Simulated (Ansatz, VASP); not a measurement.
## One calculation of InP, two programs

```
In P
1.0
     0.00000    2.94976    2.94976
     2.94976    0.00000    2.94976
     2.94976    2.94976    0.00000
In P
1 1
Direct
  0.00000 0.00000 0.00000
  0.25000 0.25000 0.25000
```

Change from the starting cell: strained cell.

Alike in both runs: functional PBE; k mesh 10 × 10 × 10; occupations gaussian, width 0.02 eV; no spin polarisation.

Ansatz relaxed the structure, and its values are those at the end. VASP's run is a single point on that final structure, the one shown.

|  | VASP | Ansatz |
| --- | --- | --- |
| version | VASP 6.6.1 | Ansatz 0.2.0 |
| potentials or method | VASP PAW PBE potentials, release 64 (In_d, P), cutoff 500 eV | scalar-relativistic, plane waves, PAW |
| valence electrons in the cell | 18 | 18 |

```tsv
	VASP	Ansatz	Ansatz less VASP
gap on the k mesh at the Fermi level (eV)	0.61	0.61	+0.003
least direct gap on the mesh (eV)	0.61	0.61	+0.003
pressure (GPa)	1.9	1.9	+0.05
```

With one functional, cell and mesh, what is left measures potentials, basis and numerics. Ansatz's warnings: stress scf threshold loose.
